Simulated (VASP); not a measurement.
Here is a VASP 6.6.1 calculation.

Contents of INCAR:

```
SYSTEM = BaRe
  ALGO = Normal
  EDIFF = 1E-6
  ENCUT = 500
  GGA = PS
  GGA_COMPAT = .FALSE.
  ISIF = 2
  ISMEAR = 0
  LASPH = .TRUE.
  LCHARG = .FALSE.
  LREAL = .FALSE.
  LWAVE = .FALSE.
  NBANDS = 20
  NELM = 120
  PREC = Accurate
  SIGMA = 0.05
```

Contents of KPOINTS:

```
k-points
0
G
  8 8 8
  0 0 0
```

The input POSCAR:

```
BaRe
1.0
    3.6628458289      0.0000000000      0.0000000000
    0.0000000000      3.6628458289      0.0000000000
    0.0000000000      0.0000000000      3.6628458289
Ba Re
1 1
Direct
    0.0000000000      0.0000000000      0.0000000000
    0.5000000000      0.5000000000      0.5000000000
```

Potentials or basis: VASP PAW PBE potentials, release 64 (Ba_sv, Re_sv_GW).

Run with:

```bash
$ cat potpaw_PBE.64/Ba_sv/POTCAR potpaw_PBE.64/Re_sv_GW/POTCAR > POTCAR
$ mpirun -np 1 vasp_std > vasp.out
```

**Question.** What does it give for the pressure?

**Answer.** -0.6 GPa.

Caveat: the PAW data sets were made with another functional, which shifts forces and pressure a little.
